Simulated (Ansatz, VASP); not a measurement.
## Si6CO in VASP and in Ansatz

Contents of INCAR:

```
  PREC = Accurate
  ENCUT = 520
  EDIFF = 1E-6
  ISMEAR = 0
  SIGMA = 0.05
  LREAL = F
  LASPH = T
  NELM = 120
  ALGO = Normal
  ISIF = 2
  LWAVE = F
  LCHARG = T
  LDIPOL = T
  IDIPOL = 3
  DIPOL = 0.5 0.5 0.321
  GGA = PE
  IVDW = 12
  LELF = T
  LVHAR = T
  LVACPOTAV = T
  NBANDS = 27
  GGA_COMPAT = F
  NELMDL = -8
```

Contents of KPOINTS:

```
Automatic mesh
0
Gamma
  7 5 1
```

Contents of POSCAR:

```
Si6CO
1.0
    3.8333442603      0.0000000000      0.0000000000
    0.0000000000      5.4211674422      0.0000000000
    0.0000000000      0.0000000000     22.5377548805
Si O C
6 1 1
Direct
    0.5000000000      0.0000000000      0.1774799673
    0.0000000000      0.2500000000      0.1774799673
    0.0000000000      0.5038841205      0.2602884661
    0.5000000000      0.7461158795      0.2602884661
    0.5000000000      0.0086034179      0.3411056213
    0.0000000000      0.2413965821      0.3411056213
    0.6666666667      0.3419367512      0.4786525960
    0.6666666667      0.3419367512      0.5296780866
```

Input for Ansatz:

```yaml
crystal:
  lattice:
    - [3.8333442603, 0.0, 0.0]
    - [0.0, 5.4211674422, 0.0]
    - [0.0, 0.0, 22.5377548805]
  atoms:
    - { symbol: Si, position: [0.5, 0.0, 0.1774799673] }
    - { symbol: Si, position: [0.0, 0.25, 0.1774799673] }
    - { symbol: Si, position: [0.0, 0.5038841205, 0.2602884661] }
    - { symbol: Si, position: [0.5, 0.7461158795, 0.2602884661] }
    - { symbol: Si, position: [0.5, 0.0086034179, 0.3411056213] }
    - { symbol: Si, position: [0.0, 0.2413965821, 0.3411056213] }
    - { symbol: O, position: [0.6666666667, 0.3419367512, 0.478652596] }
    - { symbol: C, position: [0.6666666667, 0.3419367512, 0.5296780866] }
basis:
  ecutwfc: 420
kpoints:
  mp_grid: { grid: [7, 5, 1] }
hamiltonian:
  xc: pbe
  pseudopotentials: { kind: paw, azcp: { folder: soft_1 } }
  dispersion: d3bj
scf:
  occupations: { method: gaussian, width: 0.05 }
output:
  forces: true
  eigenvalues: true
  write_density: true
  write_potential: true
  elf: true
  volumetric_format: npy
efield:
  axis: 3
  dipole_correction: true
  ramp_width: 0.04
```

Alike in both runs: task single point; functional PBE; dispersion D3(BJ); k mesh 7 × 5 × 1; occupations gaussian, width 0.05 eV; no spin polarisation.

```csv
,VASP,Ansatz
version,VASP 6.6.1,Ansatz 0.2.0
potentials or method,"VASP PAW PBE potentials, release 64 (Si, O, C), cutoff 520 eV","scalar-relativistic, plane waves, PAW"
valence electrons in the cell,34,34
```

```csv
,VASP,Ansatz,Ansatz less VASP
gap on the k mesh at the Fermi level (eV),none,none,-
rms of the force components (eV/Å),0.263,0.470,+0.2067
"work function, face that differs most (eV)",4.88,4.91,+0.034
```

Atom by atom the forces differ by 0.235 eV/Å (rms over components). A gap of «none» marks a metal or a gap that the smearing closes. One of these differences is far larger than is usual between the two programs; its cause wasn't traced. Ansatz's warnings: xc potential rough in thin density.

Noted on VASP's run: the standard files for N, O and F lose accuracy on very short bonds.
